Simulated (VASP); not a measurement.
# Fe in VASP: a series of runs

Fe is run at these levels: PBEsol; tasks: single point, relaxation of cell and atoms.

Program: VASP 6.6.1. These are calculated values, not measurements. Logs are shortened: lines on timing, memory, paths and dates and some standing lists are left out, and cuts for length are marked.

## Step 1: The cell of the first run

The structure is cubic, space group Fm-3m (No. 225). Conventional cell: a = 3.405 Å, b = 3.405 Å, c = 3.405 Å, α = 90.00°, β = 90.00°, γ = 90.00°. Within 3.2 Å of Fe (site symmetry m-3m) lie 12 Fe at 2.41 Å.

This isn't the form of Fe at room conditions, which is bcc.

## Step 2: Single point, PBEsol

INCAR reads:

```
SYSTEM = Fe
PREC = Accurate ; ENCUT = 520
EDIFF = 1E-7 ; ISMEAR = 0
SIGMA = 0.1 ; LREAL = .FALSE.
LASPH = .TRUE. ; NELM = 80
ALGO = Fast ; ISIF = 2
LWAVE = .FALSE. ; LCHARG = .TRUE.
GGA = PS ; LELF = .TRUE.
LVHAR = .TRUE. ; NBANDS = 10
```

KPOINTS reads:

```
Automatic mesh
0
G
  8 8 8
  0 0 0
```

POSCAR reads:

```
Fe
1.0
    0.0000000000      1.7025274223      1.7025274223
    1.7025274223      0.0000000000      1.7025274223
    1.7025274223      1.7025274223      0.0000000000
Fe
1
Direct
    0.5000000000      0.5000000000      0.5000000000
```

Potentials or basis: VASP PAW PBE potentials, release 64 (Fe).

Command:

```
cat potpaw_PBE.64/Fe/POTCAR > POTCAR
mpirun -np 1 vasp_std > vasp.out
```

OUTCAR:

```text
SYSTEM = Fe
   PREC = Accurate
   ENCUT = 520
   EDIFF = 1E-7
   ISMEAR = 0
   LREAL = .FALSE.
   LASPH = .TRUE.
   NELM = 80
   ISIF = 2
   GGA = PS

 ion  position               nearest neighbor table
   1  0.500  0.500  0.500-

  LATTYP: Found a face centered cubic cell.
 ALAT       =     3.4050548446

  Lattice vectors:

 A1 = (   0.0000000000,   1.7025274223,   1.7025274223)
 A2 = (   1.7025274223,   0.0000000000,   1.7025274223)
 A3 = (   1.7025274223,   1.7025274223,   0.0000000000)

Analysis of symmetry for initial positions (statically):
=====================================================================
 Subroutine PRICEL returns:
 Original cell was already a primitive cell.

 Routine SETGRP: Setting up the symmetry group for a
 face centered cubic supercell.

 Subroutine GETGRP returns: Found 48 space group operations
 (whereof 48 operations were pure point group operations)
 out of a pool of 48 trial point group operations.

The static configuration has the point symmetry O_h .

Analysis of symmetry for dynamics (positions and initial velocities):
=====================================================================
 Subroutine PRICEL returns:
 Original cell was already a primitive cell.

 Routine SETGRP: Setting up the symmetry group for a
 face centered cubic supercell.

 Subroutine GETGRP returns: Found 48 space group operations
 (whereof 48 operations were pure point group operations)
 out of a pool of 48 trial point group operations.

The dynamic configuration has the point symmetry O_h .

 Subroutine INISYM returns: Found 48 space group operations
 (whereof 48 operations are pure point group operations),
 and found     1 'primitive' translations

----------------------------------------------------------------------------------------

                                     Primitive cell

  volume of cell :       9.8699

  direct lattice vectors                    reciprocal lattice vectors
     0.000000000  1.702527422  1.702527422    -0.293681026  0.293681026  0.293681026
     1.702527422  0.000000000  1.702527422     0.293681026 -0.293681026  0.293681026
     1.702527422  1.702527422  0.000000000     0.293681026  0.293681026 -0.293681026

  length of vectors
     2.407737371  2.407737371  2.407737371     0.508670458  0.508670458  0.508670458

  position of ions in fractional coordinates (direct lattice)
     0.500000000  0.500000000  0.500000000

  ion indices of the primitive-cell ions
   primitive index   ion index
                 1           1

----------------------------------------------------------------------------------------

 KPOINTS: Automatic mesh

Automatic generation of k-mesh.
 Grid dimensions read from file:
 generate k-points for:    8    8    8

 Generating k-lattice:

  Cartesian coordinates                     Fractional coordinates (reciprocal lattice)
    -0.036710128  0.036710128  0.036710128     0.125000000  0.000000000  0.000000000
     0.036710128 -0.036710128  0.036710128     0.000000000  0.125000000  0.000000000
     0.036710128  0.036710128 -0.036710128     0.000000000  0.000000000  0.125000000

  Length of vectors
     0.063583807  0.063583807  0.063583807

  Shift w.r.t. Gamma in fractional coordinates (k-lattice)
     0.000000000  0.000000000  0.000000000

 Subroutine IBZKPT returns following result:
 ===========================================

 Found     29 irreducible k-points:

 Following reciprocal coordinates:
            Coordinates               Weight
  0.000000  0.000000  0.000000      1.000000
  0.125000  0.000000  0.000000      8.000000
  0.250000  0.000000  0.000000      8.000000
  0.375000  0.000000  0.000000      8.000000
  0.500000  0.000000  0.000000      4.000000
  0.125000  0.125000  0.000000      6.000000
[... 16 lines left out ...]
  0.500000  0.250000  0.125000     48.000000
 -0.375000  0.250000  0.125000     24.000000
 [... further k-points ...]
   k-points           NKPTS =     29   k-points in BZ     NKDIM =     29   number of bands    NBANDS=     10
   number of dos      NEDOS =    301   number of ions     NIONS =      1
   total plane-waves  NPLWV =   5832
   dimension x,y,z NGX =    18 NGY =   18 NGZ =   18
   dimension x,y,z NGXF=    36 NGYF=   36 NGZF=   36
   ions per type =               1
   NGX,Y,Z   is equivalent  to a cutoff of  12.43, 12.43, 12.43 a.u.
   NGXF,Y,Z  is equivalent  to a cutoff of  24.86, 24.86, 24.86 a.u.
 SYSTEM =  Fe
   PREC   = accura    normal or accurate (medium, high low for compatibility)
   ISTART =      0    job   : 0-new  1-cont  2-samecut
   ICHARG =      2    charge: 1-file 2-atom 10-const
   ISPIN  =      1    spin polarized calculation?
   LNONCOLLINEAR =      F non collinear calculations
   LSORBIT =      F    spin-orbit coupling
   LASPH  =      T    aspherical Exc in radial PAW
   ENCUT  =  520.0 eV  38.22 Ry    6.18 a.u.   4.48  4.48  4.48*2*pi/ulx,y,z
   NELM   =     80;   NELMIN=  2; NELMDL= -5     # of ELM steps
   EDIFF  = 0.1E-06   stopping-criterion for ELM
   LREAL  =      F    real-space projection
   EDIFFG = 0.1E-05   stopping-criterion for IOM
   NSW    =      0    number of steps for IOM
   IBRION =     -1    ionic relax: 0-MD 1-quasi-New 2-CG
   NFREE  =      0    steps in history (QN), initial steepest desc. (CG)
   ISIF   =      2    stress and relaxation
   ISYM   =      2    0-nonsym 1-usesym 2-fastsym
   POTIM  = 0.5000    time-step for ionic-motion
   TEBEG  =    0.0;   TEEND  =   0.0 temperature during run
   PSTRESS=    0.0 pullay stress
   NELECT =       8.0000    total number of electrons
   NUPDOWN=      -1.0000    fix difference up-down
   EMIN   =  10.00;   EMAX   =-10.00  energy-range for DOS
   EFERMI =   0.00;   METHOD = LEGACY
   ISMEAR =     0;   SIGMA  =   0.10  broadening in eV -4-tet -1-fermi 0-gaus
   EFERMI_NEDOS =   21; number of points for ismear=-14 and -15
   IALGO  =     68    algorithm
   IMIX   =      4    mixing-type and parameters
     AMIX     =   0.40;   BMIX     =  1.00
     AMIX_MAG =   1.60;   BMIX_MAG =  1.00
  volume/ion in A,a.u.               =       9.87        66.61
  Fermi-wavevector in a.u.,A,eV,Ry     =   1.526397  2.884471 31.700030  2.329886
  Thomas-Fermi vector in A             =   2.634436
   LORBIT       =      0    0 simple, 1 ext, 2 COOP (PROOUT), +10 PAW based schemes
   GGA     = PS    functional components
   LHFCALC =     F    Hartree Fock is set to
   AEXX    =    0.0000 exact exchange contribution
   IVDW    =     0    specifies the selected vdW correction
   LEPSILON=     F    determine dielectric tensor
   LRPA    =     F    only Hartree local field effects (RPA)
 non-spin polarized calculation
 RMM-DIIS sequential band-by-band and
 Gauss-broadening in eV      SIGMA  =   0.10
  energy-cutoff  :      520.00
  volume of cell :        9.87
 maximum number of plane-waves:       283
 NGX is ok and might be reduce to    18
   NGX =  9   NGY =  9   NGZ =  9

 number of electron       8.0000003 magnetization

 Free energy of the ion-electron system (eV)
  ---------------------------------------------------
  ext. energy  EPLUGINS =         0.00000000
  ---------------------------------------------------
  free energy    TOTEN  =        -8.86809595 eV

  energy without entropy =       -8.85770945  energy(sigma->0) =       -8.86290270

 E-fermi :   6.9907     XC(G=0): -14.1377

 val. band max:        6.9690421531   @ k =  -0.3750   0.3750   0.1250
 cond. band min:       6.9992712419   @ k =   0.0000   0.0000   0.0000
 fundamental gap:      0.0302290888
 Fermi energy:         6.9907100030

 k-point     1 :       0.0000    0.0000    0.0000
  band No.  band energies     occupation
      1      -2.0352      2.00000
      2       5.3508      2.00000
      3       5.3508      2.00000
      4       5.3508      2.00000
      5       6.9993      0.90363
      6       6.9993      0.90363
      7      30.6775      0.00000
      8      36.4009      0.00000
      9      36.4009      0.00000
     10      36.4009      0.00000

 k-point     2 :       0.1250    0.0000    0.0000
  band No.  band energies     occupation
      1      -1.3628      2.00000
      2       5.1098      2.00000
      3       5.5291      2.00000
      4       5.5291      2.00000
      5       6.9265      1.63611
      6       6.9265      1.63611
      7      29.3943      0.00000
      8      32.5184      0.00000
      9      35.8840      0.00000
     10      35.8840      0.00000

 k-point     3 :       0.2500    0.0000    0.0000
  band No.  band energies     occupation
      1       0.3569      2.00000
      2       4.7970      2.00000
      3       5.6377      2.00000
      4       5.6377      2.00000
      5       7.1331      0.04408
      6       7.1331      0.04408
      7      23.8734      0.00000
      8      31.1204      0.00000
      9      35.2227      0.00000
     10      35.2227      0.00000

 k-point     4 :       0.3750    0.0000    0.0000
  band No.  band energies     occupation
      1       1.7568      2.00000
      2       5.3867      2.00000
      3       5.3867      2.00000
      4       5.7380      2.00000
      5       7.7935      0.00000
      6       7.7935      0.00000
      7      18.5060      0.00000
      8      29.7948      0.00000
      9      34.8393      0.00000
     10      34.8393      0.00000
[... 222 lines left out ...]
 k-point    22 :       0.3750    0.2500    0.1250
  band No.  band energies     occupation
      1       1.6557      2.00000
      2       4.0565      2.00000
      3       5.2616      2.00000
      4       6.6526      2.00000
      5       6.6970      1.99997
      6       8.2725      0.00000
      7      24.7506      0.00000
      8      25.1834      0.00000
      9      30.6311      0.00000
     10      34.6159      0.00000

 k-point    23 :       0.5000    0.2500    0.1250
  band No.  band energies     occupation
      1       2.8815      2.00000
      2       4.1322      2.00000
      3       4.7774      2.00000
      4       6.3723      2.00000
      5       7.6292      0.00000
      6      10.0938      0.00000
      7      19.3589      0.00000
      8      24.6318      0.00000
      9      28.0728      0.00000
     10      35.2256      0.00000

 k-point    24 :      -0.3750    0.2500    0.1250
  band No.  band energies     occupation
      1       3.1189      2.00000
      2       4.0338      2.00000
      3       5.1277      2.00000
      4       6.1721      2.00000
      5       8.0135      0.00000
      6      12.1460      0.00000
      7      15.8970      0.00000
      8      24.8960      0.00000
      9      26.7689      0.00000
     10      34.6873      0.00000

 [... further k-points ...]

------------------------ aborting loop because EDIFF is reached ----------------------------------------

  FORCE on cell =-STRESS in cart. coord.  units (eV):
  Direction    XX          YY          ZZ          XY          YZ          ZX
  --------------------------------------------------------------------------------------
  -------------------------------------------------------------------------------------
  Total       -0.0471503     -0.0471503     -0.0471503      0.0000000      0.0000000      0.0000000
  in kB       -7.6539022     -7.6539022     -7.6539022      0.0000000      0.0000000      0.0000000
  external PRESSURE =      -7.6539022 kB  Pullay stress =       0.0000000 kB

 VOLUME and BASIS-vectors are now :
 -----------------------------------------------------------------------------
  energy-cutoff  :      520.00
  volume of cell :        9.87
      direct lattice vectors                 reciprocal lattice vectors
     0.000000000  1.702527422  1.702527422    -0.293681026  0.293681026  0.293681026
     1.702527422  0.000000000  1.702527422     0.293681026 -0.293681026  0.293681026
     1.702527422  1.702527422  0.000000000     0.293681026  0.293681026 -0.293681026

 POSITION                                       TOTAL-FORCE (eV/Angst)
 -----------------------------------------------------------------------------------
      1.70253      1.70253      1.70253         0.000000      0.000000      0.000000
 -----------------------------------------------------------------------------------
    total drift:                               -0.000000     -0.000000     -0.000000

  FREE ENERGIE OF THE ION-ELECTRON SYSTEM (eV)
  ---------------------------------------------------
  free  energy   TOTEN  =        -8.8680959529 eV

  energy  without entropy=       -8.8577094503  energy(sigma->0) =       -8.86290270
```

It took 12 s on 1 thread of AMD EPYC 7R13, shared host; peak memory 0.09 GiB.

What came out:

```yaml
Free_energy: -8.8681 eV
Pressure: -0.8 GPa
Band_gap_on_the_k_mesh: zero (bands 4 and 5 overlap by 1.89 eV)
```

Caveat: the k points lie up to 0.40 Å⁻¹ apart, too coarse for converged energies and pressures of a metal; the PAW data sets were made with another functional, which shifts forces and pressure a little; the run has no spin polarisation, though such a crystal can be magnetic.

## Step 3: Relaxation of cell and atoms, PBEsol

INCAR reads:

```
SYSTEM = Fe
PREC = Accurate
ENCUT = 600
EDIFF = 1E-6
ISMEAR = 0
SIGMA = 0.1
LREAL = .FALSE.
LASPH = .TRUE.
NELM = 80
ALGO = Fast
ISIF = 3
LWAVE = .FALSE.
LCHARG = .FALSE.
GGA = PS
IBRION = 2
NSW = 90
EDIFFG = -0.04
```

KPOINTS is that of step 2.

POSCAR reads:

```
Fe
1.0
    0.0000000000      1.7032856596      1.7032856596
    1.7032856596      0.0000000000      1.7032856596
    1.7032856596      1.7032856596      0.0000000000
Fe
1
Direct
    0.5000000000      0.5000000000      0.5000000000
```

Potentials or basis: VASP PAW PBE potentials, release 64 (Fe).

Command:

```
cat potpaw_PBE.64/Fe/POTCAR > POTCAR
mpirun -np 1 vasp_std > vasp.out
```

OUTCAR:

```text
SYSTEM = Fe
   PREC = Accurate
   ENCUT = 600
   EDIFF = 1E-6
   ISMEAR = 0
   LREAL = .FALSE.
   LASPH = .TRUE.
   NELM = 80
   ISIF = 3
   GGA = PS
   IBRION = 2
   NSW = 90
   EDIFFG = -0.04

 ion  position               nearest neighbor table
   1  0.500  0.500  0.500-

  LATTYP: Found a face centered cubic cell.
 ALAT       =     3.4065713192

  Lattice vectors:

 A1 = (   0.0000000000,   1.7032856596,   1.7032856596)
 A2 = (   1.7032856596,   0.0000000000,   1.7032856596)
 A3 = (   1.7032856596,   1.7032856596,   0.0000000000)

Analysis of symmetry for initial positions (statically):
=====================================================================
 Subroutine PRICEL returns:
 Original cell was already a primitive cell.

[... 252 lines left out ...]
 cond. band min:       7.0316394718   @ k =   0.0000   0.0000   0.0000
 fundamental gap:      0.0306473557
 Fermi energy:         7.0228096456

 k-point     1 :       0.0000    0.0000    0.0000
  band No.  band energies     occupation
      1      -2.0188      2.00000
      2       5.3762      2.00000
      3       5.3762      2.00000
      4       5.3762      2.00000
      5       7.0316      0.90062
      6       7.0316      0.90062
      7      30.7342      0.00000
      8      36.4783      0.00000
[... 243 lines left out ...]
 k-point    24 :      -0.3750    0.2500    0.1250
  band No.  band energies     occupation
      1       3.1378      2.00000
      2       4.0540      2.00000
      3       5.1533      2.00000
      4       6.2007      2.00000
      5       8.0500      0.00000
      6      12.1933      0.00000
      7      15.9575      0.00000
      8      24.9607      0.00000

 [... further k-points ...]

------------------------ aborting loop because EDIFF is reached ----------------------------------------

  FORCE on cell =-STRESS in cart. coord.  units (eV):
  Direction    XX          YY          ZZ          XY          YZ          ZX
  --------------------------------------------------------------------------------------
  -------------------------------------------------------------------------------------
  Total        0.0089640      0.0089640      0.0089640      0.0000000      0.0000000      0.0000000
  in kB        1.4592390      1.4592390      1.4592390      0.0000000      0.0000000      0.0000000
  external PRESSURE =       1.4592390 kB  Pullay stress =       0.0000000 kB
[... 16 lines left out ...]
  FREE ENERGIE OF THE ION-ELECTRON SYSTEM (eV)
  ---------------------------------------------------
  free  energy   TOTEN  =        -8.8678148979 eV

  energy  without entropy=       -8.8574390806  energy(sigma->0) =       -8.86262699

 reached required accuracy - stopping structural energy minimisation
```

OSZICAR:

```text
N       E                     dE             d eps       ncg     rms          rms(c)
DAV:   1     0.129466109464E+02    0.12947E+02   -0.46140E+03   472   0.146E+03
DAV:   2    -0.104630261341E+02   -0.23410E+02   -0.22627E+02   472   0.133E+02
DAV:   3    -0.105926146978E+02   -0.12959E+00   -0.12956E+00   600   0.149E+01
[... 22 lines left out ...]
RMM:   2    -0.886804743283E+01    0.24624E-02   -0.67274E-03   464   0.152E+00    0.968E-02
RMM:   3    -0.886786738062E+01    0.18005E-03   -0.51752E-04   464   0.490E-01    0.582E-02
RMM:   4    -0.886782421639E+01    0.43164E-04   -0.94429E-05   463   0.102E-01    0.252E-02
RMM:   5    -0.886781477384E+01    0.94425E-05   -0.25862E-05   462   0.102E-01    0.506E-03
RMM:   6    -0.886781489794E+01   -0.12409E-06   -0.11573E-06   283   0.142E-02
   3 F= -.88678149E+01 E0= -.88626270E+01  d E =-.160790E-03
```

CONTCAR:

```text
Fe
   1.00000000000000
     0.0000000000000000    1.7009255794578924    1.7009255794578924
     1.7009255794578924    0.0000000000000000    1.7009255794578924
     1.7009255794578924    1.7009255794578924    0.0000000000000000
  Fe
     1
Direct
     0.5000000000000000    0.5000000000000000    0.5000000000000000

  0.00000000E+00  0.00000000E+00  0.00000000E+00
```

Wall time 18 s (1 thread of AMD EPYC 7R13, shared host); peak memory 0.1 GiB.

Results:

```yaml
Free_energy: -8.8678 eV
Relaxed_volume: 9.84 Å³/atom
Relaxed_cell: a = 2.405 Å, b = 2.405 Å, c = 2.405 Å, α = 60.00°, β = 60.00°, γ = 60.00°
Space_group_after_relaxing_to_0.1_Å: Fm-3m (No. 225)
Energy_gained_by_relaxing: 0.2 meV/atom
Ionic_steps: 3
Pressure_after_relaxing: 0.1 GPa
Band_gap_on_the_k_mesh: zero (bands 4 and 5 overlap by 1.89 eV)
```

Step by step:
| step | energy change (eV) | largest force (eV/Å) | pressure (GPa) | volume (Å³) |
| --- | --- | --- | --- | --- |
| 1 | 0.0000 | 0.0000 | -1.15 | 9.88 |
| 2 | 0.0002 | 0.0000 | 2.08 | 9.78 |
| 3 | -0.0002 | 0.0000 | 0.15 | 9.84 |

Final structure:
```xyz
1
Lattice="0.0000 1.7009 1.7009 1.7009 0.0000 1.7009 1.7009 1.7009 0.0000" Properties=species:S:1:pos:R:3 pbc="T T T"
Fe    1.7009    1.7009    1.7009
```

Caveat: the k points lie up to 0.40 Å⁻¹ apart in the final cell, too coarse for converged energies and pressures of a metal; the PAW data sets were made with another functional, which shifts forces and pressure a little; the run has no spin polarisation, though such a crystal can be magnetic. Spin polarisation is off, so any magnetic state and its effect on volume and gap are missing.

(Part 1 of 2 ends here.)
